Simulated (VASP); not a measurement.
# BaB (Fm-3m) in VASP: single point with PBE

Aim: the single point of BaB with PBE.

Everything below comes from runs of VASP 6.6.1. Logs are shortened: lines on timing, memory, paths and dates and some standing lists are left out, and cuts for length are marked.

## 1. The cell of the first run

Symmetry: Fm-3m, No. 225, cubic system. The conventional cell has a = 6.166 Å, b = 6.166 Å, c = 6.166 Å, α = 90.00°, β = 90.00°, γ = 90.00°. Ba (site symmetry m-3m) has 6 B at 3.08 Å within 4.1 Å. Within 4.1 Å of B (site symmetry m-3m) lie 6 Ba at 3.08 Å.

## 2. Single point, PBE, non-collinear spin, zero start, spin-orbit coupling

INCAR reads:

```
  PREC = Accurate
  ENCUT = 520
  EDIFF = 1E-6
  ISMEAR = 0
  SIGMA = 0.05
  LREAL = False
  LASPH = True
  NELM = 150
  ALGO = Normal
  ISIF = 2
  LWAVE = False
  LCHARG = False
  MAGMOM = 0 0 0 0 0 0
  LORBIT = 11
  LSORBIT = True
  GGA_COMPAT = False
  LORBMOM = True
  GGA = PE
  NBANDS = 25
```

KPOINTS reads:

```
Automatic mesh
0
Gamma
  10 10 10
```

POSCAR reads:

```
BaB
1.0
    0.0000000000      3.0827929264      3.0827929264
    3.0827929264      0.0000000000      3.0827929264
    3.0827929264      3.0827929264      0.0000000000
Ba B
1 1
Direct
    0.5000000000      0.5000000000      0.5000000000
    0.0000000000      0.0000000000      0.0000000000
```

Potentials or basis: VASP PAW PBE potentials, release 64 (Ba_sv, B).

Command:

```
> cat potpaw_PBE.64/Ba_sv/POTCAR potpaw_PBE.64/B/POTCAR > POTCAR
> mpirun -np 1 vasp_ncl > vasp.out
```

OUTCAR:

```text
PREC = Accurate
   ENCUT = 520
   EDIFF = 1E-6
   ISMEAR = 0
   LREAL = False
   LASPH = True
   NELM = 150
   ISIF = 2
   LORBIT = 11
   LSORBIT = True
   GGA = PE

 ion  position               nearest neighbor table
   1  0.500  0.500  0.500-   2 3.08   2 3.08   2 3.08   2 3.08   2 3.08   2 3.08
   2  0.000  0.000  0.000-   1 3.08   1 3.08   1 3.08   1 3.08   1 3.08   1 3.08

  LATTYP: Found a face centered cubic cell.
 ALAT       =     6.1655858528

  Lattice vectors:

 A1 = (   0.0000000000,   3.0827929264,   3.0827929264)
 A2 = (   3.0827929264,   0.0000000000,   3.0827929264)
 A3 = (   3.0827929264,   3.0827929264,   0.0000000000)

Analysis of symmetry for initial positions (statically):
=====================================================================
 Subroutine PRICEL returns:
 Original cell was already a primitive cell.

 Routine SETGRP: Setting up the symmetry group for a
 face centered cubic supercell.

 Subroutine GETGRP returns: Found 48 space group operations
 (whereof 48 operations were pure point group operations)
 out of a pool of 48 trial point group operations.

The static configuration has the point symmetry O_h .

Analysis of symmetry for dynamics (positions and initial velocities):
=====================================================================
 Subroutine PRICEL returns:
 Original cell was already a primitive cell.

 Routine SETGRP: Setting up the symmetry group for a
 face centered cubic supercell.

 Subroutine GETGRP returns: Found 48 space group operations
 (whereof 48 operations were pure point group operations)
 out of a pool of 48 trial point group operations.

The dynamic configuration has the point symmetry O_h .

Analysis of structural, dynamic, and magnetic symmetry:
=====================================================================
 Subroutine PRICEL returns:
 Original cell was already a primitive cell.

 Routine SETGRP: Setting up the symmetry group for a
 face centered cubic supercell.

 Subroutine GETGRP returns: Found 48 space group operations
 (whereof 48 operations were pure point group operations)
 out of a pool of 48 trial point group operations.

The overall configuration has the point symmetry O_h .

 Subroutine INISYM returns: Found 48 space group operations
 (whereof 48 operations are pure point group operations),
 and found     1 'primitive' translations

----------------------------------------------------------------------------------------

                                     Primitive cell

  volume of cell :      58.5953

[... 844 lines left out ...]
    total drift:                               -0.000000     -0.000000     -0.000000

  FREE ENERGIE OF THE ION-ELECTRON SYSTEM (eV)
  ---------------------------------------------------
  free  energy   TOTEN  =        -6.1900685240 eV

  energy  without entropy=       -6.1841376414  energy(sigma->0) =       -6.18710308

 orbital moment (x)

 # of ion     p       d       tot
 ----------------------------------------
  1         0.000  -0.000  -0.000
  2         0.000   0.000   0.000
 ----------------------------------------
            0.000  -0.000  -0.000

 orbital moment (y)

 # of ion     p       d       tot
 ----------------------------------------
  1         0.000  -0.000  -0.000
  2         0.000   0.000   0.000
 ----------------------------------------
            0.000  -0.000  -0.000

 orbital moment (z)

 # of ion     p       d       tot
 ----------------------------------------
  1         0.000   0.000   0.000
  2         0.000   0.000   0.000
 ----------------------------------------
            0.000   0.000   0.000

 Spin-Orbit-Coupling matrix elements

 Ion:    1  E_soc:     -0.4239917
 l=   1
     0.0000000    -0.0702771    -0.0702771
    -0.0702771     0.0000000    -0.0702771
    -0.0702771    -0.0702771     0.0000000
 l=   2
     0.0000000     0.0000127     0.0000000     0.0000127    -0.0004009
     0.0000127     0.0000000    -0.0003007     0.0000127    -0.0001002
     0.0000000    -0.0003007     0.0000000    -0.0003007     0.0000000
     0.0000127     0.0000127    -0.0003007     0.0000000    -0.0001002
    -0.0004009    -0.0001002     0.0000000    -0.0001002     0.0000000
 l=   3
     0.0000000     0.0000000     0.0000000     0.0000000     0.0000000     0.0000000     0.0000000
     0.0000000     0.0000000     0.0000000     0.0000000     0.0000000     0.0000000     0.0000000
     0.0000000     0.0000000     0.0000000     0.0000000     0.0000000     0.0000000     0.0000000
     0.0000000     0.0000000     0.0000000     0.0000000     0.0000000     0.0000000     0.0000000
     0.0000000     0.0000000     0.0000000     0.0000000     0.0000000     0.0000000     0.0000000
     0.0000000     0.0000000     0.0000000     0.0000000     0.0000000     0.0000000     0.0000000
     0.0000000     0.0000000     0.0000000     0.0000000     0.0000000     0.0000000     0.0000000

 Ion:    2  E_soc:      0.0001606
 l=   1
     0.0000000     0.0000268     0.0000268
     0.0000268     0.0000000     0.0000268
     0.0000268     0.0000268     0.0000000
 l=   2
     0.0000000     0.0000000     0.0000000     0.0000000     0.0000000
     0.0000000     0.0000000     0.0000000     0.0000000     0.0000000
     0.0000000     0.0000000     0.0000000     0.0000000     0.0000000
     0.0000000     0.0000000     0.0000000     0.0000000     0.0000000
     0.0000000     0.0000000     0.0000000     0.0000000     0.0000000
 l=   3
     0.0000000     0.0000000     0.0000000     0.0000000     0.0000000     0.0000000     0.0000000
     0.0000000     0.0000000     0.0000000     0.0000000     0.0000000     0.0000000     0.0000000
     0.0000000     0.0000000     0.0000000     0.0000000     0.0000000     0.0000000     0.0000000
     0.0000000     0.0000000     0.0000000     0.0000000     0.0000000     0.0000000     0.0000000
     0.0000000     0.0000000     0.0000000     0.0000000     0.0000000     0.0000000     0.0000000
     0.0000000     0.0000000     0.0000000     0.0000000     0.0000000     0.0000000     0.0000000
     0.0000000     0.0000000     0.0000000     0.0000000     0.0000000     0.0000000     0.0000000

 total charge

# of ion       s       p       d       tot
------------------------------------------
    1        2.044   5.538   0.407   7.989
    2        0.817   0.703   0.000   1.520
--------------------------------------------------
tot          2.861   6.241   0.407   9.509

 magnetization (x)

# of ion       s       p       d       tot
------------------------------------------
    1        0.000   0.000  -0.000   0.000
    2       -0.000   0.000   0.000  -0.000
--------------------------------------------------
tot          0.000   0.000  -0.000   0.000

 magnetization (y)

# of ion       s       p       d       tot
------------------------------------------
    1        0.000   0.000   0.000   0.000
    2        0.000   0.000   0.000   0.000
--------------------------------------------------
tot          0.000   0.000   0.000   0.000

 magnetization (z)

# of ion       s       p       d       tot
------------------------------------------
    1       -0.000  -0.000  -0.000  -0.000
    2        0.000   0.000   0.000   0.000
--------------------------------------------------
tot         -0.000   0.000  -0.000  -0.000
```

OSZICAR:

```text
N       E                     dE             d eps       ncg     rms          rms(c)
DAV:   1     0.707499472106E+02    0.70750E+02   -0.55469E+03  2350   0.898E+02
DAV:   2    -0.173016718420E+01   -0.72480E+02   -0.69559E+02  3253   0.176E+02
DAV:   3    -0.625518745388E+01   -0.45250E+01   -0.44707E+01  3299   0.432E+01
DAV:   4    -0.637646418647E+01   -0.12128E+00   -0.12108E+00  3345   0.545E+00
DAV:   5    -0.637792237172E+01   -0.14582E-02   -0.14580E-02  3312   0.505E-01    0.400E+00
DAV:   6    -0.618813500012E+01    0.18979E+00   -0.36716E-01  2911   0.273E+00    0.250E+00
DAV:   7    -0.618613395444E+01    0.20010E-02   -0.11680E-01  3628   0.156E+00    0.836E-01
DAV:   8    -0.618923861324E+01   -0.31047E-02   -0.95738E-03  2896   0.630E-01    0.202E-01
DAV:   9    -0.618989003127E+01   -0.65142E-03   -0.10913E-03  3108   0.258E-01    0.117E-01
DAV:  10    -0.619006392798E+01   -0.17390E-03   -0.30666E-04  3169   0.993E-02    0.700E-02
DAV:  11    -0.619006780313E+01   -0.38752E-05   -0.56032E-05  2944   0.417E-02    0.110E-02
DAV:  12    -0.619006852396E+01   -0.72083E-06   -0.76264E-06  3282   0.158E-02
   1 F= -.61900685E+01 E0= -.61871031E+01  d E =-.593088E-02  mag=     0.0000     0.0000     0.0000
```

It took 48 s on 1 thread of Intel Xeon 6975P-C (Granite Rapids), shared host; peak memory 0.35 GiB.

Results:

- Free energy: -6.1901 eV
- Pressure: 0.5 GPa
- Net moment: 0.00 μB per cell
- Valence electrons inside the program's atomic spheres: Ba 7.99; B 1.52

Moments on the atoms (μB; x, y, z):
```
Ba  0.00 0.00 0.00
B   0.00 0.00 0.00
```
